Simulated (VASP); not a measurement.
# Cs (Im-3m) in VASP: further runs, part 2 of 2

VASP 6.6.1. The steps go on from the part before.

## 3. Relaxation of cell and atoms, revPBE

This run uses another cell than the first one, of 110.45 Å³/atom.

Input file INCAR:

```
SYSTEM = Cs
PREC = Accurate
ENCUT = 600
EDIFF = 1E-7
ISMEAR = -1
SIGMA = 0.1
LREAL = .False.
LASPH = .True.
NELM = 100
ALGO = Normal
ISIF = 3
LWAVE = .False.
LCHARG = .False.
GGA = RE
IBRION = 2
NSW = 80
EDIFFG = -0.01
```

Input file KPOINTS:

```
Automatic mesh
0
Gamma
  8 8 8
  0 0 0
```

Input file POSCAR:

```
Cs
1.0
   -3.0225000000      3.0225000000      3.0225000000
    3.0225000000     -3.0225000000      3.0225000000
    3.0225000000      3.0225000000     -3.0225000000
Cs
1
Direct
    0.0000000000      0.0000000000      0.0000000000
```

Potentials or basis: VASP PAW PBE potentials, release 64 (Cs_sv).

Launch:

```bash
$ cat potpaw_PBE.64/Cs_sv/POTCAR > POTCAR
$ mpirun -np 1 vasp_std > vasp.out
```

OUTCAR:

```text
SYSTEM = Cs
   PREC = Accurate
   ENCUT = 600
   EDIFF = 1E-7
   ISMEAR = -1
   LREAL = .False.
   LASPH = .True.
   NELM = 100
   ISIF = 3
   GGA = RE
   IBRION = 2
   NSW = 80
   EDIFFG = -0.01

 ion  position               nearest neighbor table
   1  0.000  0.000  0.000-

  LATTYP: Found a body centered cubic cell.
 ALAT       =     6.0450000000

  Lattice vectors:

 A1 = (  -3.0225000000,   3.0225000000,   3.0225000000)
 A2 = (   3.0225000000,  -3.0225000000,   3.0225000000)
 A3 = (   3.0225000000,   3.0225000000,  -3.0225000000)

Analysis of symmetry for initial positions (statically):
=====================================================================
 Subroutine PRICEL returns:
 Original cell was already a primitive cell.

 Routine SETGRP: Setting up the symmetry group for a
 body centered cubic supercell.

 Subroutine GETGRP returns: Found 48 space group operations
 (whereof 48 operations were pure point group operations)
 out of a pool of 48 trial point group operations.

The static configuration has the point symmetry O_h .

Analysis of symmetry for dynamics (positions and initial velocities):
=====================================================================
 Subroutine PRICEL returns:
[... 165 lines left out ...]
  in kB        3.3805185      3.3805185      3.3805185      0.0000000      0.0000000     -0.0000000
  external PRESSURE =       3.3805185 kB  Pullay stress =       0.0000000 kB
[... 92 lines left out ...]
--------------------------------------- Ionic step        4  -------------------------------------------

 number of electron       8.9999998 magnetization

 Free energy of the ion-electron system (eV)
  ---------------------------------------------------
  ext. energy  EPLUGINS =         0.00000000
  ---------------------------------------------------
  free energy    TOTEN  =        -0.77229732 eV

  energy without entropy =       -0.72893931  energy(sigma->0) =       -0.75061831

 E-fermi :   0.2956     XC(G=0):  -5.0212

 val. band max:        0.2016880210   @ k =   0.2500   0.1250   0.1250
 cond. band min:       0.3068362234   @ k =   0.2500   0.2500   0.0000
 fundamental gap:      0.1051482024
 Fermi energy:         0.2955872811

 k-point     1 :       0.0000    0.0000    0.0000
  band No.  band energies     occupation
      1     -23.6770      2.00000
      2     -10.4453      2.00000
      3     -10.4453      2.00000
      4     -10.4453      2.00000
      5      -1.2571      2.00000
      6       2.7546      0.00000
      7       2.7546      0.00000
      8       2.7546      0.00000
[... 243 lines left out ...]
 k-point    24 :      -0.3750    0.3750    0.2500
  band No.  band energies     occupation
      1     -23.6723      2.00000
      2     -10.5124      2.00000
      3     -10.4884      2.00000
      4     -10.4791      2.00000
      5       0.4035      0.50752
      6       1.4162      0.00003
      7       2.4402      0.00000
      8       2.4411      0.00000

 [... further k-points ...]

------------------------ aborting loop because EDIFF is reached ----------------------------------------

  FORCE on cell =-STRESS in cart. coord.  units (eV):
  Direction    XX          YY          ZZ          XY          YZ          ZX
  --------------------------------------------------------------------------------------
  -------------------------------------------------------------------------------------
  Total        0.0039841      0.0039841      0.0039841      0.0000000      0.0000000     -0.0000000
  in kB        0.0496007      0.0496007      0.0496007      0.0000000      0.0000000     -0.0000000
  external PRESSURE =       0.0496007 kB  Pullay stress =       0.0000000 kB
[... 16 lines left out ...]
  FREE ENERGIE OF THE ION-ELECTRON SYSTEM (eV)
  ---------------------------------------------------
  free  energy   TOTEN  =        -0.7722973166 eV

  energy  without entropy=       -0.7289393071  energy(sigma->0) =       -0.75061831

 reached required accuracy - stopping structural energy minimisation
```

It took 2.9 min on 1 thread of Intel Xeon 8259CL, shared host; peak memory 0.28 GiB.

What came out:

* Free energy: -0.7723 eV
* Relaxed volume: 128.69 Å³/atom
* Relaxed cell: a = 5.509 Å, b = 5.509 Å, c = 5.509 Å, α = 109.47°, β = 109.47°, γ = 109.47°
* Space group after relaxing (to 0.1 Å): Im-3m (No. 229)
* Energy gained by relaxing: 17.4 meV/atom
* Ionic steps: 4
* Pressure after relaxing: 0.0 GPa
* Band gap on the k mesh: zero (an odd number of electrons rules out a gap without spin polarisation)

Step by step:
```
step  energy change (eV)  largest force (eV/Å)  pressure (GPa)  volume (Å³)
   1              0.0000                0.0000            0.34       110.45
   2             -0.0069                0.0000            0.25       114.22
   3             -0.0171                0.0000            0.04       126.03
   4             -0.0174                0.0000            0.00       128.69
```

Final structure:
```xyz
1
Lattice="-3.1805 3.1805 3.1805 3.1805 -3.1805 3.1805 3.1805 3.1805 -3.1805" Properties=species:S:1:pos:R:3 pbc="T T T"
Cs   -3.1805    3.1805    3.1805
```

Levels at points of the mesh, in eV from the Fermi level:
| k point | band 1 | band 2 | band 3 | band 4 | band 5 | band 6 | band 7 | band 8 |
| --- | --- | --- | --- | --- | --- | --- | --- | --- |
| (0.00, 0.00, 0.00) | -23.97 | -10.74 | -10.74 | -10.74 | -1.55 | 2.46 | 2.46 | 2.46 |
| (0.50, 0.00, 0.00) | -23.97 | -10.83 | -10.77 | -10.74 | 0.09 | 0.74 | 1.67 | 3.04 |
| (0.50, 0.50, 0.50) | -23.97 | -10.81 | -10.81 | -10.81 | 0.73 | 0.73 | 2.75 | 2.75 |

Caveat: the volume moved by over 15 % at a fixed basis, so the end points are rough; the PAW data sets were made with another functional, which shifts forces and pressure a little; spin-orbit coupling is left out, which moves the levels of the heavy elements. Zero-point motion and thermal expansion aren't in these numbers.

## 4. Single point, revPBE (133.97 Å³/atom)

This run uses another cell than the first one, of 133.97 Å³/atom.

Input file INCAR:

```
ALGO = Normal
EDIFF = 1E-6
ENCUT = 520
GGA = RE
ISIF = 2
ISMEAR = -1
LASPH = True
LCHARG = True
LELF = True
LREAL = False
LVHAR = True
LWAVE = False
NBANDS = 10
NELM = 100
PREC = Accurate
SIGMA = 0.1
```

Input file KPOINTS:

```
k-points
0
Gamma
  12 12 12
```

Input file POSCAR:

```
Cs
1.0
   -3.2233862212      3.2233862212      3.2233862212
    3.2233862212     -3.2233862212      3.2233862212
    3.2233862212      3.2233862212     -3.2233862212
Cs
1
Direct
    0.0000000000      0.0000000000      0.0000000000
```

Potentials or basis: VASP PAW PBE potentials, release 64 (Cs_sv).

Launch:

```bash
$ cat potpaw_PBE.64/Cs_sv/POTCAR > POTCAR
$ mpirun -np 1 vasp_std > vasp.out
```

OUTCAR:

```text
EDIFF = 1E-6
   ENCUT = 520
   GGA = RE
   ISIF = 2
   ISMEAR = -1
   LASPH = True
   LREAL = False
   NELM = 100
   PREC = Accurate

 ion  position               nearest neighbor table
   1  0.000  0.000  0.000-

  LATTYP: Found a body centered cubic cell.
 ALAT       =     6.4467724424

  Lattice vectors:

 A1 = (  -3.2233862212,   3.2233862212,   3.2233862212)
 A2 = (   3.2233862212,  -3.2233862212,   3.2233862212)
 A3 = (   3.2233862212,   3.2233862212,  -3.2233862212)

Analysis of symmetry for initial positions (statically):
=====================================================================
 Subroutine PRICEL returns:
 Original cell was already a primitive cell.

 Routine SETGRP: Setting up the symmetry group for a
 body centered cubic supercell.

 Subroutine GETGRP returns: Found 48 space group operations
 (whereof 48 operations were pure point group operations)
 out of a pool of 48 trial point group operations.

The static configuration has the point symmetry O_h .

Analysis of symmetry for dynamics (positions and initial velocities):
=====================================================================
 Subroutine PRICEL returns:
 Original cell was already a primitive cell.

 Routine SETGRP: Setting up the symmetry group for a
 body centered cubic supercell.

 Subroutine GETGRP returns: Found 48 space group operations
 (whereof 48 operations were pure point group operations)
 out of a pool of 48 trial point group operations.

The dynamic configuration has the point symmetry O_h .

 Subroutine INISYM returns: Found 48 space group operations
 (whereof 48 operations are pure point group operations),
 and found     1 'primitive' translations

----------------------------------------------------------------------------------------

                                     Primitive cell

[... 111 lines left out ...]
  Thomas-Fermi vector in A             =   1.739531
   LORBIT       =      0    0 simple, 1 ext, 2 COOP (PROOUT), +10 PAW based schemes
   GGA     = RE    functional components
   LHFCALC =     F    Hartree Fock is set to
   AEXX    =    0.0000 exact exchange contribution
   IVDW    =     0    specifies the selected vdW correction
   LEPSILON=     F    determine dielectric tensor
   LRPA    =     F    only Hartree local field effects (RPA)
 non-spin polarized calculation
  energy-cutoff  :      520.00
  volume of cell :      133.97
 maximum number of plane-waves:      3631
 NGX is ok and might be reduce to    42
   NGX = 21   NGY = 21   NGZ = 21

 number of electron       9.0000002 magnetization

 Free energy of the ion-electron system (eV)
  ---------------------------------------------------
  ext. energy  EPLUGINS =         0.00000000
  ---------------------------------------------------
  free energy    TOTEN  =        -0.77284680 eV

  energy without entropy =       -0.73098278  energy(sigma->0) =       -0.75191479

 E-fermi :   0.2047     XC(G=0):  -4.9293

 val. band max:        0.1803763450   @ k =   0.3333   0.0833   0.0833
 cond. band min:       0.2106061882   @ k =  -0.3333   0.4167   0.1667
 fundamental gap:      0.0302298432
 Fermi energy:         0.2046809720

 k-point     1 :       0.0000    0.0000    0.0000
  band No.  band energies     occupation
      1     -23.7930      2.00000
      2     -10.5645      2.00000
      3     -10.5645      2.00000
      4     -10.5645      2.00000
      5      -1.3063      2.00000
      6       2.6398      0.00000
      7       2.6398      0.00000
      8       2.6398      0.00000
      9       3.3744      0.00000
     10       3.3744      0.00000
[... 287 lines left out ...]
 k-point    24 :       0.4167    0.0833    0.0833
  band No.  band energies     occupation
      1     -23.7899      2.00000
      2     -10.6367      2.00000
      3     -10.5939      2.00000
      4     -10.5693      2.00000
      5       0.4543      0.15221
      6       0.9348      0.00135
      7       1.7111      0.00000
      8       3.1614      0.00000
      9       3.7843      0.00000
     10       3.9744      0.00000

 [... further k-points ...]

------------------------ aborting loop because EDIFF is reached ----------------------------------------

  FORCE on cell =-STRESS in cart. coord.  units (eV):
  Direction    XX          YY          ZZ          XY          YZ          ZX
  --------------------------------------------------------------------------------------
  -------------------------------------------------------------------------------------
  Total       -0.0463087     -0.0463087     -0.0463087     -0.0000000     -0.0000000      0.0000000
  in kB       -0.5538293     -0.5538293     -0.5538293     -0.0000000     -0.0000000      0.0000000
  external PRESSURE =      -0.5538293 kB  Pullay stress =       0.0000000 kB

 VOLUME and BASIS-vectors are now :
 -----------------------------------------------------------------------------
  energy-cutoff  :      520.00
  volume of cell :      133.97
      direct lattice vectors                 reciprocal lattice vectors
    -3.223386221  3.223386221  3.223386221     0.000000000  0.155116379  0.155116379
     3.223386221 -3.223386221  3.223386221     0.155116379  0.000000000  0.155116379
     3.223386221  3.223386221 -3.223386221     0.155116379  0.155116379  0.000000000

 POSITION                                       TOTAL-FORCE (eV/Angst)
 -----------------------------------------------------------------------------------
      0.00000      0.00000      0.00000         0.000000      0.000000      0.000000
 -----------------------------------------------------------------------------------
    total drift:                               -0.000000      0.000000      0.000000

  FREE ENERGIE OF THE ION-ELECTRON SYSTEM (eV)
  ---------------------------------------------------
  free  energy   TOTEN  =        -0.7728468037 eV

  energy  without entropy=       -0.7309827817  energy(sigma->0) =       -0.75191479
```

OSZICAR:

```text
N       E                     dE             d eps       ncg     rms          rms(c)
DAV:   1     0.551460560316E+02    0.55146E+02   -0.27664E+03  1440   0.607E+02
DAV:   2     0.491541566863E+01   -0.50231E+02   -0.48924E+02  1920   0.105E+02
DAV:   3    -0.675916960102E+00   -0.55913E+01   -0.55828E+01  1660   0.418E+01
DAV:   4    -0.764331055509E+00   -0.88414E-01   -0.88371E-01  1908   0.622E+00
DAV:   5    -0.764744523659E+00   -0.41347E-03   -0.41343E-03  2016   0.381E-01    0.167E-01
DAV:   6    -0.768663536136E+00   -0.39190E-02   -0.18238E-03  1760   0.211E-01    0.119E-01
DAV:   7    -0.772793320260E+00   -0.41298E-02   -0.77271E-03  1506   0.468E-01    0.307E-02
DAV:   8    -0.772841560034E+00   -0.48240E-04   -0.15232E-04  2080   0.777E-02    0.627E-03
DAV:   9    -0.772847270523E+00   -0.57105E-05   -0.10132E-05  1808   0.188E-02    0.335E-03
DAV:  10    -0.772846803711E+00    0.46681E-06   -0.19430E-06  1868   0.737E-03
   1 F= -.77284680E+00 E0= -.75191479E+00  d E =-.418640E-01
```

Wall time 1.8 min (1 thread of Intel Xeon 8259CL, shared host); peak memory 0.29 GiB.

What came out:

| Quantity | Value |
| --- | --- |
| Free energy | -0.7728 eV |
| Pressure | -0.1 GPa |
| Band gap on the k mesh | zero (an odd number of electrons rules out a gap without spin polarisation) |

Levels at points of the mesh, in eV from the Fermi level:
| k point | band 1 | band 2 | band 3 | band 4 | band 5 | band 6 | band 7 | band 8 |
| --- | --- | --- | --- | --- | --- | --- | --- | --- |
| (0.00, 0.00, 0.00) | -24.00 | -10.77 | -10.77 | -10.77 | -1.51 | 2.44 | 2.44 | 2.44 |
| (0.50, 0.00, 0.00) | -23.99 | -10.85 | -10.80 | -10.77 | 0.11 | 0.71 | 1.67 | 2.98 |
| (0.50, 0.50, 0.50) | -23.99 | -10.83 | -10.83 | -10.83 | 0.75 | 0.75 | 2.66 | 2.66 |

Caveat: the PAW data sets were made with another functional, which shifts forces and pressure a little; spin-orbit coupling is left out, which moves the levels of the heavy elements.

## 5. Single point, revPBE (139.12 Å³/atom)

This run uses another cell than the first one, of 139.12 Å³/atom.

Input file INCAR:

```
SYSTEM = Cs
PREC = Accurate
ENCUT = 520
EDIFF = 1E-6
ISMEAR = -1
SIGMA = 0.1
LREAL = .False.
LASPH = .True.
NELM = 60
ALGO = Normal
ISIF = 2
LWAVE = .False.
LCHARG = .False.
GGA = RE
NBANDS = 10
```

Input file KPOINTS:

```
regular mesh
0
Gamma
  12 12 12
  0 0 0
```

Input file POSCAR:

```
Cs
1.0
   -3.2641929105      3.2641929105      3.2641929105
    3.2641929105     -3.2641929105      3.2641929105
    3.2641929105      3.2641929105     -3.2641929105
Cs
1
Direct
    0.0000000000      0.0000000000      0.0000000000
```

Launch:

```bash
$ cat potpaw_PBE.64/Cs_sv/POTCAR > POTCAR
$ mpirun -np 1 vasp_std > vasp.out
```

Wall time 1.9 min (1 thread of Intel Xeon 8259CL, shared host); peak memory 0.3 GiB.

The run converged. Its results:

```
Free energy            : -0.7703 eV
Pressure               : -0.1 GPa
Band gap on the k mesh : zero (an odd number of electrons rules out a gap without spin polarisation)
```

Levels at points of the mesh, in eV from the Fermi level:
| k point | band 1 | band 2 | band 3 | band 4 | band 5 | band 6 | band 7 | band 8 |
| --- | --- | --- | --- | --- | --- | --- | --- | --- |
| (0.00, 0.00, 0.00) | -24.02 | -10.80 | -10.80 | -10.80 | -1.47 | 2.41 | 2.41 | 2.41 |
| (0.50, 0.00, 0.00) | -24.02 | -10.87 | -10.82 | -10.80 | 0.12 | 0.69 | 1.67 | 2.92 |
| (0.50, 0.50, 0.50) | -24.02 | -10.85 | -10.85 | -10.85 | 0.78 | 0.78 | 2.58 | 2.58 |

Caveat: the PAW data sets were made with another functional, which shifts forces and pressure a little; spin-orbit coupling is left out, which moves the levels of the heavy elements.

## 6. Single point, revPBE (144.27 Å³/atom)

This run uses another cell than the first one, of 144.27 Å³/atom.

Input file INCAR:

```
ALGO = Normal
EDIFF = 1E-6
ENCUT = 520
GGA = RE
ISIF = 2
ISMEAR = -1
LASPH = True
LCHARG = False
LREAL = False
LWAVE = False
NBANDS = 10
NELM = 80
PREC = Accurate
SIGMA = 0.1
```

Input file KPOINTS:

```
k-points
0
Gamma
  12 12 12
```

Input file POSCAR:

```
Cs
1.0
   -3.3040040647      3.3040040647      3.3040040647
    3.3040040647     -3.3040040647      3.3040040647
    3.3040040647      3.3040040647     -3.3040040647
Cs
1
Direct
    0.0000000000      0.0000000000      0.0000000000
```

Potentials or basis: VASP PAW PBE potentials, release 64 (Cs_sv).

Launch:

```bash
$ cat potpaw_PBE.64/Cs_sv/POTCAR > POTCAR
$ mpirun -np 1 vasp_std > vasp.out
```

Wall time 2.6 min (1 thread of Intel Xeon 8259CL, shared host); peak memory 0.35 GiB.

The run converged. Its results:

```
Free energy            : -0.7662 eV
Pressure               : -0.1 GPa
Band gap on the k mesh : zero (an odd number of electrons rules out a gap without spin polarisation)
```

Levels at points of the mesh, in eV from the Fermi level:
```tsv
k point	band 1	band 2	band 3	band 4	band 5	band 6	band 7	band 8	band 9
(0.00, 0.00, 0.00)	-24.05	-10.83	-10.83	-10.83	-1.44	2.39	2.39	2.39	3.08
(0.50, 0.00, 0.00)	-24.05	-10.88	-10.85	-10.83	0.13	0.66	1.67	2.87	3.44
(0.50, 0.50, 0.50)	-24.05	-10.87	-10.87	-10.87	0.80	0.80	2.50	2.50	2.50
```

Caveat: the PAW data sets were made with another functional, which shifts forces and pressure a little; spin-orbit coupling is left out, which moves the levels of the heavy elements.

## 7. The runs side by side

| task | cell | k mesh | cutoff (eV) | gap on the mesh (eV) | pressure (GPa) |
| --- | --- | --- | --- | --- | --- |
| single point | a = 5.511 Å, angles 109.5°, 1 atom | 12 × 12 × 12 | 520 | none | 0.0 |
| relaxation of cell and atoms | relaxed from a = 5.235 Å, angles 109.5°, 1 atom | 8 × 8 × 8 | 600 | none | 0.0 |
| single point | a = 5.583 Å, angles 109.5°, 1 atom | 12 × 12 × 12 | 520 | none | -0.1 |
| single point | a = 5.654 Å, angles 109.5°, 1 atom | 12 × 12 × 12 | 520 | none | -0.1 |
| single point | a = 5.723 Å, angles 109.5°, 1 atom | 12 × 12 × 12 | 520 | none | -0.1 |

Alike in all rows: level revPBE; potentials or basis VASP PAW PBE potentials, release 64 (Cs_sv); no spin polarisation; smearing fermi-dirac 0.1 eV.

Caveats: the PAW data sets were made with another functional, which shifts forces and pressure a little; spin-orbit coupling is left out, which moves the levels of the heavy elements; the volume moved by over 15 % at a fixed basis, so the end points are rough (at least some runs).

Absolute energies hang on the potentials; compare differences alone.
